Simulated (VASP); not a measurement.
## Al: single point with PBE+D3(BJ)

Al:

```
Al
1.0
     0.00000    1.92949    1.92949
     1.92949    0.00000    1.92949
     1.92949    1.92949    0.00000
Al
1
Cartesian
  0.0000 0.0000 0.0000
```

This cell differs from its parent crystal: volume scaled by 0.91.

```
Program             : VASP 6.6.1
Task                : single point
Functional          : PBE
Dispersion          : D3(BJ)
Potentials or basis : VASP PAW PBE potentials, release 64 (Al)
Cutoff              : 500 eV
k mesh              : 18 × 18 × 18
Occupations         : gaussian, width 0.1 eV
Spin                : no spin polarisation
```

- Pressure: 10.0 GPa
- Dispersion energy per atom: -0.388 eV

Levels at points of the mesh, in eV from the Fermi level:
```tsv
k point	band 1	band 2	band 3	band 4
(0.00, 0.00, 0.00)	-12.12	13.42	13.42	13.42
(0.50, 0.00, 0.00)	-5.16	-4.58	12.12	12.12
(0.50, 0.50, 0.00)	-3.26	-1.66	5.29	6.29
```

It took 26 s on 1 thread of Intel Xeon 8259CL, on a shared host, peak memory 0.14 GiB.

Caveat: pairwise dispersion overbinds metals, which lowers pressure and volume.
